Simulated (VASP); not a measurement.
# HfN (Fm-3m) in VASP: a series of runs

HfN is run at these levels: PBE; tasks: single point.

Everything below comes from runs of VASP 6.6.1. Logs are shortened: lines on timing, memory, paths and dates and some standing lists are left out, and cuts for length are marked.

## Step 1: The cell of the first run

The structure is cubic, space group Fm-3m (No. 225). Conventional cell: a = 4.512 Å, b = 4.512 Å, c = 4.512 Å, α = 90.00°, β = 90.00°, γ = 90.00°. Hf (site symmetry m-3m) has 6 N at 2.26 Å within 3.0 Å. Within 3.0 Å of N (site symmetry m-3m) lie 6 Hf at 2.26 Å.

## Step 2: Single point, PBE

The input, INCAR:

```
SYSTEM = HfN
  PREC = Accurate
  ENCUT = 520
  EDIFF = 1E-6
  ISMEAR = 1
  SIGMA = 0.1
  LREAL = .False.
  LASPH = .True.
  NELM = 60
  ALGO = Normal
  ISIF = 2
  LWAVE = .False.
  LCHARG = .False.
  GGA = PE
  NBANDS = 14
```

The input, KPOINTS:

```
Automatic mesh
0
Gamma
  9 9 9
  0 0 0
```

The input, POSCAR:

```
HfN
1.0
    0.0000000000      2.2560000000      2.2560000000
    2.2560000000      0.0000000000      2.2560000000
    2.2560000000      2.2560000000      0.0000000000
Hf N
1 1
Direct
    0.0000000000      0.0000000000      0.0000000000
    0.5000000000      0.5000000000      0.5000000000
```

Potentials or basis: VASP PAW PBE potentials, release 64 (Hf_pv, N).

Started as:

```console
$ cat potpaw_PBE.64/Hf_pv/POTCAR potpaw_PBE.64/N/POTCAR > POTCAR
$ mpirun -np 1 vasp_std > vasp.out
```

OUTCAR:

```text
SYSTEM = HfN
   PREC = Accurate
   ENCUT = 520
   EDIFF = 1E-6
   ISMEAR = 1
   LREAL = .False.
   LASPH = .True.
   NELM = 60
   ISIF = 2
   GGA = PE

 ion  position               nearest neighbor table
   1  0.000  0.000  0.000-   2 2.26   2 2.26   2 2.26   2 2.26   2 2.26   2 2.26
   2  0.500  0.500  0.500-   1 2.26   1 2.26   1 2.26   1 2.26   1 2.26   1 2.26

  LATTYP: Found a face centered cubic cell.
 ALAT       =     4.5120000000

  Lattice vectors:

 A1 = (   0.0000000000,   2.2560000000,   2.2560000000)
 A2 = (   2.2560000000,   0.0000000000,   2.2560000000)
 A3 = (   2.2560000000,   2.2560000000,   0.0000000000)

Analysis of symmetry for initial positions (statically):
=====================================================================
 Subroutine PRICEL returns:
 Original cell was already a primitive cell.

 Routine SETGRP: Setting up the symmetry group for a
 face centered cubic supercell.

 Subroutine GETGRP returns: Found 48 space group operations
 (whereof 48 operations were pure point group operations)
 out of a pool of 48 trial point group operations.

The static configuration has the point symmetry O_h .

Analysis of symmetry for dynamics (positions and initial velocities):
=====================================================================
 Subroutine PRICEL returns:
 Original cell was already a primitive cell.

 Routine SETGRP: Setting up the symmetry group for a
 face centered cubic supercell.

 Subroutine GETGRP returns: Found 48 space group operations
 (whereof 48 operations were pure point group operations)
 out of a pool of 48 trial point group operations.

The dynamic configuration has the point symmetry O_h .

 Subroutine INISYM returns: Found 48 space group operations
 (whereof 48 operations are pure point group operations),
 and found     1 'primitive' translations

----------------------------------------------------------------------------------------

                                     Primitive cell

  volume of cell :      22.9640

  direct lattice vectors                    reciprocal lattice vectors
     0.000000000  2.256000000  2.256000000    -0.221631206  0.221631206  0.221631206
     2.256000000  0.000000000  2.256000000     0.221631206 -0.221631206  0.221631206
     2.256000000  2.256000000  0.000000000     0.221631206  0.221631206 -0.221631206

  length of vectors
[... 85 lines left out ...]
   NSW    =      0    number of steps for IOM
   IBRION =     -1    ionic relax: 0-MD 1-quasi-New 2-CG
   NFREE  =      0    steps in history (QN), initial steepest desc. (CG)
   ISIF   =      2    stress and relaxation
   ISYM   =      2    0-nonsym 1-usesym 2-fastsym
   POTIM  = 0.5000    time-step for ionic-motion
   TEBEG  =    0.0;   TEEND  =   0.0 temperature during run
   PSTRESS=    0.0 pullay stress
   NELECT =      15.0000    total number of electrons
   NUPDOWN=      -1.0000    fix difference up-down
   EMIN   =  10.00;   EMAX   =-10.00  energy-range for DOS
   EFERMI =   0.00;   METHOD = LEGACY
   ISMEAR =     1;   SIGMA  =   0.10  broadening in eV -4-tet -1-fermi 0-gaus
   EFERMI_NEDOS =   21; number of points for ismear=-14 and -15
   IALGO  =     38    algorithm
   IMIX   =      4    mixing-type and parameters
     AMIX     =   0.40;   BMIX     =  1.00
     AMIX_MAG =   1.60;   BMIX_MAG =  1.00
  volume/ion in A,a.u.               =      11.48        77.48
  Fermi-wavevector in a.u.,A,eV,Ry     =   1.420440  2.684242 27.451783  2.017649
  Thomas-Fermi vector in A             =   2.541355
   LORBIT       =      0    0 simple, 1 ext, 2 COOP (PROOUT), +10 PAW based schemes
   GGA     = PE    functional components
   LHFCALC =     F    Hartree Fock is set to
   AEXX    =    0.0000 exact exchange contribution
   IVDW    =     0    specifies the selected vdW correction
   LEPSILON=     F    determine dielectric tensor
   LRPA    =     F    only Hartree local field effects (RPA)
 non-spin polarized calculation
 Methfessel and Paxton  Order N= 1 SIGMA  =   0.10
  energy-cutoff  :      520.00
  volume of cell :       22.96
 maximum number of plane-waves:       628
   NGX = 11   NGY = 11   NGZ = 11

 number of electron      15.0000001 magnetization

 Free energy of the ion-electron system (eV)
  ---------------------------------------------------
  ext. energy  EPLUGINS =         0.00000000
  ---------------------------------------------------
  free energy    TOTEN  =       -21.75927593 eV

  energy without entropy =      -21.75792975  energy(sigma->0) =      -21.75882720

 E-fermi :   8.4039     XC(G=0): -12.7542

 val. band max:        8.3927429275   @ k =   0.4444   0.2222   0.1111
 cond. band min:       8.4673457839   @ k =   0.1111   0.0000   0.0000
 fundamental gap:      0.0746028564
 Fermi energy:         8.4039448954

 k-point     1 :       0.0000    0.0000    0.0000
  band No.  band energies     occupation
      1     -22.7224      2.00000
      2     -22.7224      2.00000
      3     -22.7224      2.00000
      4      -9.1121      2.00000
      5       5.3894      2.00000
      6       5.3894      2.00000
      7       5.3894      2.00000
      8       8.0704      2.00003
      9       8.0704      2.00003
     10       8.0704      2.00003
     11      10.2553     -0.00000
     12      10.3966     -0.00000
     13      10.3966     -0.00000
     14      17.9932      0.00000
[... 377 lines left out ...]
      1     -23.5060      2.00000
      2     -23.0249      2.00000
      3     -23.0249      2.00000
      4      -7.9788      2.00000
      5       2.7867      2.00000
      6       4.6649      2.00000
      7       4.6990      2.00000
      8       4.6990      2.00000
      9      12.4568      0.00000
     10      13.8310      0.00000
     11      13.8894      0.00000
     12      13.8894      0.00000
     13      16.7721      0.00000
     14      17.8805      0.00000

 [... further k-points ...]
[... 5 lines left out ...]
  --------------------------------------------------------------------------------------
  -------------------------------------------------------------------------------------
  Total        0.5954935      0.5954935      0.5954935      0.0000000     -0.0000000     -0.0000000
  in kB       41.5470659     41.5470659     41.5470659      0.0000000     -0.0000000     -0.0000000
  external PRESSURE =      41.5470659 kB  Pullay stress =       0.0000000 kB

 VOLUME and BASIS-vectors are now :
 -----------------------------------------------------------------------------
  energy-cutoff  :      520.00
  volume of cell :       22.96
      direct lattice vectors                 reciprocal lattice vectors
     0.000000000  2.256000000  2.256000000    -0.221631206  0.221631206  0.221631206
     2.256000000  0.000000000  2.256000000     0.221631206 -0.221631206  0.221631206
     2.256000000  2.256000000  0.000000000     0.221631206  0.221631206 -0.221631206

 POSITION                                       TOTAL-FORCE (eV/Angst)
 -----------------------------------------------------------------------------------
      0.00000      0.00000      0.00000        -0.000000      0.000000      0.000000
      2.25600      2.25600      2.25600         0.000000     -0.000000     -0.000000
 -----------------------------------------------------------------------------------
    total drift:                                0.000000     -0.000000     -0.000000

  FREE ENERGIE OF THE ION-ELECTRON SYSTEM (eV)
  ---------------------------------------------------
  free  energy   TOTEN  =       -21.7592759277 eV

  energy  without entropy=      -21.7579297519  energy(sigma->0) =      -21.75882720
```

OSZICAR:

```text
N       E                     dE             d eps       ncg     rms          rms(c)
DAV:   1     0.360761837093E+02    0.36076E+02   -0.77693E+03   980   0.100E+03
DAV:   2    -0.229942774981E+02   -0.59070E+02   -0.55160E+02  1288   0.237E+02
DAV:   3    -0.247611667519E+02   -0.17669E+01   -0.17623E+01  1112   0.335E+01
DAV:   4    -0.247671153456E+02   -0.59486E-02   -0.59482E-02  1202   0.230E+00
DAV:   5    -0.247671506509E+02   -0.35305E-04   -0.35305E-04  1124   0.152E-01    0.494E+01
DAV:   6    -0.218621935959E+02    0.29050E+01   -0.82518E+00  1040   0.222E+01    0.420E+01
DAV:   7    -0.217866875393E+02    0.75506E-01   -0.44964E-01  1232   0.602E+00    0.267E+01
DAV:   8    -0.217647664131E+02    0.21921E-01   -0.10463E-01  1130   0.281E+00    0.598E+00
DAV:   9    -0.217593733218E+02    0.53931E-02   -0.14443E-02  1124   0.979E-01    0.199E+00
DAV:  10    -0.217593092937E+02    0.64028E-04   -0.10202E-03  1298   0.304E-01    0.439E-01
DAV:  11    -0.217592780790E+02    0.31215E-04   -0.67526E-05  1142   0.816E-02    0.112E-01
DAV:  12    -0.217592761405E+02    0.19385E-05   -0.75994E-06  1300   0.234E-02    0.176E-02
DAV:  13    -0.217592759277E+02    0.21279E-06   -0.18880E-07   664   0.449E-03
   1 F= -.21759276E+02 E0= -.21758827E+02  d E =-.134618E-02
```

Run time: 8.4 s. Hardware: 1 thread of AMD EPYC 7R13 (Zen 3), shared host; peak memory 0.11 GiB.

What came out:

* Free energy: -21.7593 eV
* Pressure: 4.2 GPa

Caveat: spin-orbit coupling is left out, which moves the levels of the heavy elements.

## Step 3: Single point, PBE

This run uses another cell than the first one, of 11.71 Å³/atom, 1.020 times its volume.

The input, INCAR:

```
SYSTEM = HfN
ALGO = Normal ; EDIFF = 1E-6
ENCUT = 520 ; GGA = PE
ISIF = 2 ; ISMEAR = 1
LASPH = .TRUE. ; LCHARG = .FALSE.
LREAL = .FALSE. ; LWAVE = .FALSE.
NBANDS = 14 ; NELM = 100
PREC = Accurate ; SIGMA = 0.1
```

The input, KPOINTS:

```
k-points
0
G
  9 9 9
  0 0 0
```

The input, POSCAR:

```
HfN
1.0
    0.0000000000      2.2709408328      2.2709408328
    2.2709408328      0.0000000000      2.2709408328
    2.2709408328      2.2709408328      0.0000000000
Hf N
1 1
Direct
    0.0000000000      0.0000000000      0.0000000000
    0.5000000000      0.5000000000      0.5000000000
```

Potentials or basis: VASP PAW PBE potentials, release 64 (Hf_pv, N).

Started as:

```console
$ cat potpaw_PBE.64/Hf_pv/POTCAR potpaw_PBE.64/N/POTCAR > POTCAR
$ mpirun -np 1 vasp_std > vasp.out
```

It took 8.6 s on 1 thread of AMD EPYC 7R13 (Zen 3), shared host; peak memory 0.11 GiB.

Results (log left out):

* Free energy: -21.7635 eV
* Pressure: -1.3 GPa

Levels at points of the mesh, in eV from the Fermi level:
```csv
k point,band 5,band 6,band 7,band 8,band 9,band 10,band 11,band 12
"(0.00, 0.00, 0.00)",-2.99,-2.99,-2.99,-0.32,-0.32,-0.32,1.66,1.94
```

Caveat: spin-orbit coupling is left out, which moves the levels of the heavy elements.

## Step 4: Single point, PBE

This run uses another cell than the first one, of 11.94 Å³/atom, 1.040 times its volume.

The input, INCAR:

```
PREC = Accurate
ENCUT = 520
EDIFF = 1E-6
ISMEAR = 1
SIGMA = 0.1
LREAL = False
LASPH = True
NELM = 60
ALGO = Normal
ISIF = 2
LWAVE = False
LCHARG = False
GGA = PE
NBANDS = 14
```

The input, KPOINTS:

```
Automatic mesh
0
Gamma
  9 9 9
```

The input, POSCAR:

```
HfN
1.0
    0.0000000000      2.2856876150      2.2856876150
    2.2856876150      0.0000000000      2.2856876150
    2.2856876150      2.2856876150      0.0000000000
Hf N
1 1
Direct
    0.0000000000      0.0000000000      0.0000000000
    0.5000000000      0.5000000000      0.5000000000
```

Potentials or basis: VASP PAW PBE potentials, release 64 (Hf_pv, N).

Started as:

```console
$ cat potpaw_PBE.64/Hf_pv/POTCAR potpaw_PBE.64/N/POTCAR > POTCAR
$ mpirun -np 1 vasp_std > vasp.out
```

OUTCAR:

```text
PREC = Accurate
   ENCUT = 520
   EDIFF = 1E-6
   ISMEAR = 1
   LREAL = False
   LASPH = True
   NELM = 60
   ISIF = 2
   GGA = PE

 ion  position               nearest neighbor table
   1  0.000  0.000  0.000-   2 2.29   2 2.29   2 2.29   2 2.29   2 2.29   2 2.29
   2  0.500  0.500  0.500-   1 2.29   1 2.29   1 2.29   1 2.29   1 2.29   1 2.29

  LATTYP: Found a face centered cubic cell.
 ALAT       =     4.5713752300

  Lattice vectors:

 A1 = (   0.0000000000,   2.2856876150,   2.2856876150)
 A2 = (   2.2856876150,   0.0000000000,   2.2856876150)
 A3 = (   2.2856876150,   2.2856876150,   0.0000000000)

Analysis of symmetry for initial positions (statically):
=====================================================================
 Subroutine PRICEL returns:
 Original cell was already a primitive cell.

 Routine SETGRP: Setting up the symmetry group for a
 face centered cubic supercell.

 Subroutine GETGRP returns: Found 48 space group operations
 (whereof 48 operations were pure point group operations)
 out of a pool of 48 trial point group operations.

The static configuration has the point symmetry O_h .

Analysis of symmetry for dynamics (positions and initial velocities):
[... 168 lines left out ...]
      1     -23.2246      2.00000
      2     -23.2246      2.00000
      3     -23.2246      2.00000
      4      -9.2264      2.00000
      5       5.0899      2.00000
      6       5.0899      2.00000
      7       5.0899      2.00000
      8       7.7426      2.00009
      9       7.7426      2.00009
     10       7.7426      2.00009
     11       9.5397     -0.00000
     12       9.9534     -0.00000
     13       9.9534     -0.00000
     14      17.5509      0.00000
[... 377 lines left out ...]
      1     -23.9039      2.00000
      2     -23.4875      2.00000
      3     -23.4875      2.00000
      4      -8.1138      2.00000
      5       2.4597      2.00000
      6       4.3795      2.00000
      7       4.3795      2.00000
      8       4.4872      2.00000
      9      11.9037      0.00000
     10      13.0462      0.00000
     11      13.2448      0.00000
     12      13.2448      0.00000
     13      15.9385      0.00000
     14      17.1527      0.00000

 [... further k-points ...]
[... 5 lines left out ...]
  --------------------------------------------------------------------------------------
  -------------------------------------------------------------------------------------
  Total       -0.9301946     -0.9301946     -0.9301946      0.0000000     -0.0000000     -0.0000000
  in kB      -62.4027546    -62.4027546    -62.4027546      0.0000000     -0.0000000     -0.0000000
  external PRESSURE =     -62.4027546 kB  Pullay stress =       0.0000000 kB

 VOLUME and BASIS-vectors are now :
 -----------------------------------------------------------------------------
  energy-cutoff  :      520.00
  volume of cell :       23.88
      direct lattice vectors                 reciprocal lattice vectors
     0.000000000  2.285687615  2.285687615    -0.218752553  0.218752553  0.218752553
     2.285687615  0.000000000  2.285687615     0.218752553 -0.218752553  0.218752553
     2.285687615  2.285687615  0.000000000     0.218752553  0.218752553 -0.218752553

 POSITION                                       TOTAL-FORCE (eV/Angst)
 -----------------------------------------------------------------------------------
      0.00000      0.00000      0.00000         0.000000      0.000000      0.000000
      2.28569      2.28569      2.28569        -0.000000     -0.000000     -0.000000
 -----------------------------------------------------------------------------------
    total drift:                                0.000000     -0.000000     -0.000000

  FREE ENERGIE OF THE ION-ELECTRON SYSTEM (eV)
  ---------------------------------------------------
  free  energy   TOTEN  =       -21.7528393523 eV

  energy  without entropy=      -21.7515598540  energy(sigma->0) =      -21.75241285
```

OSZICAR:

```text
N       E                     dE             d eps       ncg     rms          rms(c)
DAV:   1     0.405068028857E+02    0.40507E+02   -0.77929E+03   980   0.101E+03
DAV:   2    -0.225708262030E+02   -0.63078E+02   -0.59336E+02  1266   0.236E+02
DAV:   3    -0.247615271969E+02   -0.21907E+01   -0.21824E+01  1124   0.365E+01
DAV:   4    -0.247699575428E+02   -0.84303E-02   -0.84294E-02  1148   0.263E+00
DAV:   5    -0.247700119414E+02   -0.54399E-04   -0.54399E-04  1088   0.184E-01    0.457E+01
DAV:   6    -0.218774289116E+02    0.28926E+01   -0.84772E+00  1028   0.219E+01    0.395E+01
DAV:   7    -0.217842863990E+02    0.93143E-01   -0.46205E-01  1220   0.604E+00    0.258E+01
DAV:   8    -0.217598432182E+02    0.24443E-01   -0.13523E-01  1130   0.314E+00    0.627E+00
DAV:   9    -0.217529119831E+02    0.69312E-02   -0.18000E-02  1100   0.109E+00    0.199E+00
DAV:  10    -0.217528743635E+02    0.37620E-04   -0.10573E-03  1292   0.304E-01    0.461E-01
DAV:  11    -0.217528414069E+02    0.32957E-04   -0.65942E-05  1208   0.793E-02    0.114E-01
DAV:  12    -0.217528394718E+02    0.19350E-05   -0.80005E-06  1328   0.237E-02    0.801E-03
DAV:  13    -0.217528393523E+02    0.11952E-06   -0.18732E-07   628   0.444E-03
   1 F= -.21752839E+02 E0= -.21752413E+02  d E =-.127950E-02
```

It took 8.7 s on 1 thread of AMD EPYC 7R13 (Zen 3), shared host; peak memory 0.11 GiB.

What came out:

```
Free energy : -21.7528 eV
Pressure    : -6.2 GPa
```

Levels at points of the mesh, in eV from the Fermi level:
```csv
k point,band 6,band 7,band 8,band 9,band 10,band 11
"(0.00, 0.00, 0.00)",-2.97,-2.97,-0.31,-0.31,-0.31,1.48
```

Caveat: spin-orbit coupling is left out, which moves the levels of the heavy elements.

[end of part 1 of 2]
